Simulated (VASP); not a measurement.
# Si (a cell with a defect) in VASP: a series of runs

Runs on Si (a cell with a defect). Level: LDA. Tasks: single point.

Program: VASP 6.6.1. These are calculated values, not measurements. Logs are shortened: lines on timing, memory, paths and dates and some standing lists are left out, and cuts for length are marked.

## 1. The cell of the first run

The cell holds a defect, 17 atoms: a = 7.679 Å, b = 7.679 Å, c = 7.679 Å, α = 60.00°, β = 60.00°, γ = 60.00°.

## 2. Single point, LDA

The input, INCAR:

```
SYSTEM = Si
PREC = Accurate ; ENCUT = 520
EDIFF = 1E-6 ; ISMEAR = 0
SIGMA = 0.05 ; LREAL = Auto
LASPH = .TRUE. ; NELM = 100
ALGO = Normal ; ISIF = 2
LWAVE = .FALSE. ; LCHARG = .FALSE.
GGA = CA ; NBANDS = 48
```

The input, KPOINTS:

```
regular mesh
0
G
  2 2 2
  0 0 0
```

The input, POSCAR:

```
Si
1.0
    0.0000000000      5.4300000000      5.4300000000
    5.4300000000      0.0000000000      5.4300000000
    5.4300000000      5.4300000000      0.0000000000
Si
17
Direct
   -0.0305048803      0.0101363720      0.0097264273
    0.1211535912      0.1186946593      0.1182828729
    0.0073922652     -0.0209740331      0.5063261510
    0.1211449355      0.1186961326      0.6409552486
    0.0073932781      0.5067374770     -0.0213842541
    0.1211483425      0.6413643646      0.1182840700
    0.0073888582      0.5067494475      0.5063360037
    0.1677957643      0.6107055249      0.6102968692
    0.4927601289     -0.0006288214     -0.0010159300
    0.5954308471      0.1348299263      0.1344321363
    0.4927541436     -0.0006149171      0.5080121547
    0.6295235727      0.1148537753      0.6273802947
    0.4927563536      0.5084086556     -0.0010079190
    0.6295291897      0.6277695212      0.1144614180
    0.5415457643      0.4861232965      0.4857297422
    0.6295116022      0.6277751381      0.6273834254
    0.9467837017      0.3510441068      0.3506345304
```

Potentials or basis: VASP PAW LDA potentials, release 64 (Si).

Started as:

```console
$ cat potpaw_LDA.64/Si/POTCAR > POTCAR
$ mpirun -np 1 vasp_std > vasp.out
```

OUTCAR:

```text
SYSTEM = Si
   PREC = Accurate
   ENCUT = 520
   EDIFF = 1E-6
   ISMEAR = 0
   LREAL = Auto
   LASPH = .TRUE.
   NELM = 100
   ISIF = 2
   GGA = CA

 ion  position               nearest neighbor table
   1  0.969  0.010  0.010-   4 2.32   6 2.32   2 2.32  10 2.35
   2  0.121  0.119  0.118-   1 2.32   9 2.33   5 2.44   3 2.44  17 2.56
   3  0.007  0.979  0.506-   8 2.32  12 2.37  17 2.37   2 2.44   4 2.44
   4  0.121  0.119  0.641-   1 2.32  11 2.33   3 2.44   7 2.44  17 2.56
   5  0.007  0.507  0.979-   8 2.32  14 2.37  17 2.37   2 2.44   6 2.44
   6  0.121  0.641  0.118-   1 2.32  13 2.33   5 2.44   7 2.44  17 2.56
   7  0.007  0.507  0.506-   8 2.32  16 2.37  17 2.37   6 2.44   4 2.44
   8  0.168  0.611  0.610-   5 2.32   3 2.32   7 2.32  15 2.34
   9  0.493  0.999  0.999-   2 2.33  14 2.33  12 2.33  10 2.35
  10  0.595  0.135  0.134-   1 2.35   9 2.35  13 2.35  11 2.35
  11  0.493  0.999  0.508-   4 2.33  12 2.33  16 2.33  10 2.35
  12  0.630  0.115  0.627-   9 2.33  11 2.33  15 2.34   3 2.37  17 3.02
  13  0.493  0.508  0.999-   6 2.33  14 2.33  16 2.33  10 2.35
  14  0.630  0.628  0.114-   9 2.33  13 2.33  15 2.34   5 2.37  17 3.02
  15  0.542  0.486  0.486-  14 2.34  12 2.34  16 2.34   8 2.34  17 2.54
  16  0.630  0.628  0.627-  13 2.33  11 2.33  15 2.34   7 2.37  17 3.02
  17  0.947  0.351  0.351-   7 2.37   3 2.37   5 2.37  15 2.54   4 2.56   6 2.56   2 2.56  14 3.02
                            12 3.02  16 3.02

  LATTYP: Found a face centered cubic cell.
 ALAT       =    10.8600000000

  Lattice vectors:

 A1 = (   0.0000000000,   5.4300000000,   5.4300000000)
 A2 = (   5.4300000000,   0.0000000000,   5.4300000000)
 A3 = (   5.4300000000,   5.4300000000,   0.0000000000)

Analysis of symmetry for initial positions (statically):
=====================================================================
 Subroutine PRICEL returns:
 Original cell was already a primitive cell.

 Routine SETGRP: Setting up the symmetry group for a
 face centered cubic supercell.

 Subroutine GETGRP returns: Found  1 space group operations
 (whereof  1 operations were pure point group operations)
 out of a pool of 48 trial point group operations.

The static configuration has the point symmetry C_1 .

Analysis of symmetry for dynamics (positions and initial velocities):
=====================================================================
 Subroutine PRICEL returns:
 Original cell was already a primitive cell.

 Routine SETGRP: Setting up the symmetry group for a
 face centered cubic supercell.

 Subroutine GETGRP returns: Found  1 space group operations
 (whereof  1 operations were pure point group operations)
 out of a pool of 48 trial point group operations.

The dynamic configuration has the point symmetry C_1 .

 Subroutine INISYM returns: Found  1 space group operations
 (whereof  1 operations are pure point group operations),
 and found     1 'primitive' translations

----------------------------------------------------------------------------------------

                                     Primitive cell

  volume of cell :     320.2060

  direct lattice vectors                    reciprocal lattice vectors
     0.000000000  5.430000000  5.430000000    -0.092081031  0.092081031  0.092081031
     5.430000000  0.000000000  5.430000000     0.092081031 -0.092081031  0.092081031
     5.430000000  5.430000000  0.000000000     0.092081031  0.092081031 -0.092081031

  length of vectors
     7.679179644  7.679179644  7.679179644     0.159489025  0.159489025  0.159489025

  position of ions in fractional coordinates (direct lattice)
     0.969495120  0.010136372  0.009726427
     0.121153591  0.118694659  0.118282873
     0.007392265  0.979025967  0.506326151
     0.121144935  0.118696133  0.640955249
     0.007393278  0.506737477  0.978615746
     0.121148342  0.641364365  0.118284070
[... 9 lines left out ...]
     0.629511602  0.627775138  0.627383425
     0.946783702  0.351044107  0.350634530

  ion indices of the primitive-cell ions
   primitive index   ion index
                 1           1
                 2           2
                 3           3
                 4           4
                 5           5
                 6           6
[... 9 lines left out ...]
                16          16
                17          17

----------------------------------------------------------------------------------------

 KPOINTS: regular mesh

Automatic generation of k-mesh.
 Grid dimensions read from file:
 generate k-points for:    2    2    2

 Generating k-lattice:

  Cartesian coordinates                     Fractional coordinates (reciprocal lattice)
    -0.046040516  0.046040516  0.046040516     0.500000000  0.000000000  0.000000000
     0.046040516 -0.046040516  0.046040516     0.000000000  0.500000000  0.000000000
     0.046040516  0.046040516 -0.046040516     0.000000000  0.000000000  0.500000000

  Length of vectors
     0.079744512  0.079744512  0.079744512

  Shift w.r.t. Gamma in fractional coordinates (k-lattice)
     0.000000000  0.000000000  0.000000000

 Subroutine IBZKPT returns following result:
 ===========================================

 Found      8 irreducible k-points:

 Following reciprocal coordinates:
            Coordinates               Weight
  0.000000  0.000000  0.000000      1.000000
  0.500000  0.000000  0.000000      1.000000
  0.000000  0.500000  0.000000      1.000000
  0.000000  0.000000  0.500000      1.000000
  0.500000  0.500000  0.500000      1.000000
  0.500000  0.500000  0.000000      1.000000
  0.000000  0.500000  0.500000      1.000000
  0.500000  0.000000  0.500000      1.000000
   k-points           NKPTS =      8   k-points in BZ     NKDIM =      8   number of bands    NBANDS=     48
   number of dos      NEDOS =    301   number of ions     NIONS =     17
   total plane-waves  NPLWV = 216000
   dimension x,y,z NGX =    60 NGY =   60 NGZ =   60
   dimension x,y,z NGXF=   120 NGYF=  120 NGZF=  120
   ions per type =              17
   NGX,Y,Z   is equivalent  to a cutoff of  12.99, 12.99, 12.99 a.u.
   NGXF,Y,Z  is equivalent  to a cutoff of  25.98, 25.98, 25.98 a.u.
 SYSTEM =  Si
   PREC   = accura    normal or accurate (medium, high low for compatibility)
   ISTART =      0    job   : 0-new  1-cont  2-samecut
   ICHARG =      2    charge: 1-file 2-atom 10-const
   ISPIN  =      1    spin polarized calculation?
   LNONCOLLINEAR =      F non collinear calculations
   LSORBIT =      F    spin-orbit coupling
   LASPH  =      T    aspherical Exc in radial PAW
   ENCUT  =  520.0 eV  38.22 Ry    6.18 a.u.  14.28 14.28 14.28*2*pi/ulx,y,z
   NELM   =    100;   NELMIN=  2; NELMDL= -5     # of ELM steps
   EDIFF  = 0.1E-05   stopping-criterion for ELM
   LREAL  =      T    real-space projection
   EDIFFG = 0.1E-04   stopping-criterion for IOM
   NSW    =      0    number of steps for IOM
   IBRION =     -1    ionic relax: 0-MD 1-quasi-New 2-CG
   NFREE  =      0    steps in history (QN), initial steepest desc. (CG)
   ISIF   =      2    stress and relaxation
   ISYM   =      2    0-nonsym 1-usesym 2-fastsym
   POTIM  = 0.5000    time-step for ionic-motion
   TEBEG  =    0.0;   TEEND  =   0.0 temperature during run
   PSTRESS=    0.0 pullay stress
   NELECT =      68.0000    total number of electrons
   NUPDOWN=      -1.0000    fix difference up-down
   EMIN   =  10.00;   EMAX   =-10.00  energy-range for DOS
   EFERMI =   0.00;   METHOD = LEGACY
   ISMEAR =     0;   SIGMA  =   0.05  broadening in eV -4-tet -1-fermi 0-gaus
   EFERMI_NEDOS =   21; number of points for ismear=-14 and -15
   IALGO  =     38    algorithm
   IMIX   =      4    mixing-type and parameters
     AMIX     =   0.40;   BMIX     =  1.00
     AMIX_MAG =   1.60;   BMIX_MAG =  1.00
  volume/ion in A,a.u.               =      18.84       127.11
  Fermi-wavevector in a.u.,A,eV,Ry     =   0.976715  1.845724 12.979587  0.953973
  Thomas-Fermi vector in A             =   2.107356
   LORBIT       =      0    0 simple, 1 ext, 2 COOP (PROOUT), +10 PAW based schemes
   GGA     = CA    functional components
   LHFCALC =     F    Hartree Fock is set to
   AEXX    =    0.0000 exact exchange contribution
   IVDW    =     0    specifies the selected vdW correction
   LEPSILON=     F    determine dielectric tensor
   LRPA    =     F    only Hartree local field effects (RPA)
 non-spin polarized calculation
 Gauss-broadening in eV      SIGMA  =   0.05
  energy-cutoff  :      520.00
  volume of cell :      320.21
 maximum number of plane-waves:      8646
 NGX is ok and might be reduce to    60
   NGX = 29   NGY = 29   NGZ = 29

 number of electron      68.0000000 magnetization

 Free energy of the ion-electron system (eV)
  ---------------------------------------------------
  ext. energy  EPLUGINS =         0.00000000
  ---------------------------------------------------
  free energy    TOTEN  =       -97.37589848 eV

  energy without entropy =      -97.36586649  energy(sigma->0) =      -97.37088248

 E-fermi :   6.7400     XC(G=0):  -9.8569

 val. band max:        6.6511201498   @ k =   0.0000   0.0000   0.0000
 cond. band min:       6.7548423967   @ k =   0.5000   0.0000   0.5000
 fundamental gap:      0.1037222468
 Fermi energy:         6.7399553450

 k-point     1 :       0.0000    0.0000    0.0000
  band No.  band energies     occupation
      1      -6.3265      2.00000
      2      -3.8913      2.00000
      3      -3.6746      2.00000
      4      -3.6745      2.00000
      5      -3.5258      2.00000
      6      -2.7457      2.00000
[... 38 lines left out ...]
     45       8.1886      0.00000
     46       8.7853      0.00000

 k-point     2 :       0.5000    0.0000    0.0000
  band No.  band energies     occupation
      1      -5.9420      2.00000
      2      -4.9337      2.00000
      3      -3.5240      2.00000
      4      -3.4709      2.00000
      5      -3.4708      2.00000
      6      -3.0246      2.00000
[... 286 lines left out ...]
 k-point     8 :       0.5000    0.0000    0.5000
  band No.  band energies     occupation
      1      -5.7732      2.00000
      2      -4.7517      2.00000
      3      -4.0687      2.00000
      4      -3.9245      2.00000
      5      -3.8686      2.00000
      6      -3.6695      2.00000
[... 38 lines left out ...]
     45      10.0660      0.00000
     46      10.2902      0.00000
 [bands above 46 left out]

------------------------ aborting loop because EDIFF is reached ----------------------------------------

  FORCE on cell =-STRESS in cart. coord.  units (eV):
  Direction    XX          YY          ZZ          XY          YZ          ZX
  --------------------------------------------------------------------------------------
  -------------------------------------------------------------------------------------
  Total        2.7895594      2.7907194      2.7908625      1.0216192     -1.0222060      1.0216804
  in kB       13.9577915     13.9635958     13.9643116      5.1117562     -5.1146924      5.1120626
  external PRESSURE =      13.9618996 kB  Pullay stress =       0.0000000 kB

 VOLUME and BASIS-vectors are now :
 -----------------------------------------------------------------------------
  energy-cutoff  :      520.00
  volume of cell :      320.21
      direct lattice vectors                 reciprocal lattice vectors
     0.000000000  5.430000000  5.430000000    -0.092081031  0.092081031  0.092081031
     5.430000000  0.000000000  5.430000000     0.092081031 -0.092081031  0.092081031
     5.430000000  5.430000000  0.000000000     0.092081031  0.092081031 -0.092081031

 POSITION                                       TOTAL-FORCE (eV/Angst)
 -----------------------------------------------------------------------------------
      0.10786      5.31717      5.31940        -0.059629      0.060913      0.060271
      1.28679      1.30014      1.30238         0.012148      0.035559      0.035786
      8.06546      2.78949      5.35625        -0.015790      0.016297      0.050636
      4.12491      4.13820      1.30234        -0.035675     -0.013002      0.036109
      8.06547      5.35403      2.79173        -0.016001      0.049985      0.016500
      4.12489      1.30012      4.14044        -0.035472      0.035963     -0.012265
[... 9 lines left out ...]
      6.81551      6.82494      6.82707        -0.006317      0.008287      0.008568
      3.81011      7.04498      7.04721         0.334939     -0.334227     -0.334925
 -----------------------------------------------------------------------------------
    total drift:                                0.002126      0.000787      0.004424

  FREE ENERGIE OF THE ION-ELECTRON SYSTEM (eV)
  ---------------------------------------------------
  free  energy   TOTEN  =       -97.3758984797 eV

  energy  without entropy=      -97.3658664867  energy(sigma->0) =      -97.37088248
```

Wall time 1.9 min (1 thread of Intel Xeon 6975P-C (Granite Rapids), shared host); peak memory 0.37 GiB.

Results:

| Property | Result |
| --- | --- |
| Free energy | -97.3759 eV |
| Pressure | 1.4 GPa |
| Largest force | 0.580 eV/Å |
| Band gap on the k mesh | zero (bands 34 and 35 overlap by 0.10 eV) |

Forces on the atoms (eV/Å):
```
Si  -0.060  0.061  0.060
Si   0.012  0.036  0.036
Si  -0.016  0.016  0.051
Si  -0.036 -0.013  0.036
Si  -0.016  0.050  0.017
Si  -0.035  0.036 -0.012
Si  -0.050  0.016  0.016
Si   0.002 -0.002 -0.003
Si  -0.017  0.021  0.022
Si  -0.068  0.069  0.069
Si  -0.021  0.015  0.021
Si  -0.008  0.008  0.007
Si  -0.022  0.021  0.016
Si  -0.008  0.008  0.007
Si   0.015 -0.015 -0.015
Si  -0.006  0.008  0.009
Si   0.335 -0.334 -0.335
```

Stress tensor (GPa, compression positive):
```
 1.40  0.51  0.51
 0.51  1.40 -0.51
 0.51 -0.51  1.40
```

Caveat: the k points lie up to 0.50 Å⁻¹ apart.

## 3. Single point, LDA

The input, INCAR:

```
  PREC = Accurate
  ENCUT = 520
  EDIFF = 1E-7
  ISMEAR = 0
  SIGMA = 0.05
  LREAL = Auto
  LASPH = T
  NELM = 100
  ALGO = Normal
  ISIF = 2
  LWAVE = F
  LCHARG = F
  NBANDS = 48
```

The input, KPOINTS:

```
regular mesh
0
Gamma
  2 2 2
```

The input, POSCAR:

```
Si
1.0
    0.0000000000      5.4300000000      5.4300000000
    5.4300000000      0.0000000000      5.4300000000
    5.4300000000      5.4300000000      0.0000000000
Si
17
Direct
   -0.0433494475      0.0145767035      0.0143240331
    0.1181525783      0.1178201657      0.1175616022
    0.0047890424     -0.0179623389      0.5065185083
    0.1181140884      0.1178588398      0.6463175875
    0.0047775322      0.5067701657     -0.0181965009
    0.1181168508      0.6465748619      0.1175997238
    0.0048136280      0.5068042357      0.5065469613
    0.1589653775      0.6138257827      0.6135965009
    0.4955867403     -0.0026215470     -0.0028162063
    0.5823017495      0.1394006446      0.1392109576
    0.4955649171     -0.0026155617      0.5099849908
    0.6331039595      0.1156113260      0.6257052486
    0.4955646409      0.5101729282     -0.0028064457
    0.6330938306      0.6258976980      0.1154256906
    0.5330485267      0.4891610497      0.4889763352
    0.6331220994      0.6259003683      0.6257117864
    1.1729875691      0.2758008287      0.2755569982
```

Potentials or basis: VASP PAW LDA potentials, release 64 (Si).

Started as:

```console
$ cat potpaw_LDA.64/Si/POTCAR > POTCAR
$ mpirun -np 1 vasp_std > vasp.out
```

It took 2.8 min on 1 thread of Intel Xeon 6975P-C (Granite Rapids), shared host; peak memory 0.37 GiB.

It converged, with:

* Free energy: -97.3476 eV
* Pressure: 1.4 GPa
* Largest force: 0.627 eV/Å
* Band gap on the k mesh: zero (bands 34 and 35 overlap by 0.10 eV)

Forces in eV/Å, atoms in the order of the input:
```
Si   0.017 -0.017 -0.017
Si   0.075 -0.009 -0.010
Si   0.036 -0.036  0.026
Si   0.012 -0.071 -0.011
Si   0.036  0.026 -0.036
Si   0.012 -0.010 -0.072
Si  -0.026 -0.037 -0.036
Si   0.067 -0.067 -0.067
Si  -0.005 -0.014 -0.013
Si  -0.001  0.001  0.001
Si   0.013  0.004 -0.014
Si   0.019 -0.020 -0.006
Si   0.013 -0.014  0.004
Si   0.019 -0.006 -0.020
Si   0.070 -0.072 -0.072
Si   0.006 -0.020 -0.020
Si  -0.363  0.361  0.362
```

Stress tensor (GPa, compression positive):
```
 1.35  0.56  0.56
 0.56  1.35 -0.56
 0.56 -0.56  1.35
```

Levels at points of the mesh, in eV from the Fermi level:
```
           k point  band 32  band 33  band 34  band 35  band 36  band 37
(0.00, 0.00, 0.00)    -0.67    -0.67    -0.40    -0.08    -0.08     0.12
(0.50, 0.00, 0.00)    -1.27    -1.27    -0.24     0.43     0.43     1.10
(0.00, 0.50, 0.00)    -1.34    -1.11    -0.16     0.20     0.79     0.86
(0.00, 0.00, 0.50)    -1.34    -1.11    -0.16     0.20     0.79     0.86
(0.50, 0.50, 0.50)    -1.34    -1.11    -0.16     0.20     0.80     0.86
(0.50, 0.50, 0.00)    -1.73    -0.84     0.01     0.54     1.21     1.29
(0.00, 0.50, 0.50)    -1.73    -0.84     0.01     0.54     1.21     1.29
(0.50, 0.00, 0.50)    -1.73    -0.84     0.01     0.54     1.21     1.29
```

Caveat: the k points lie up to 0.50 Å⁻¹ apart.

[end of part 1 of 2]

The gap in the log of VASP goes by the Fermi energy; the results here count the filled bands.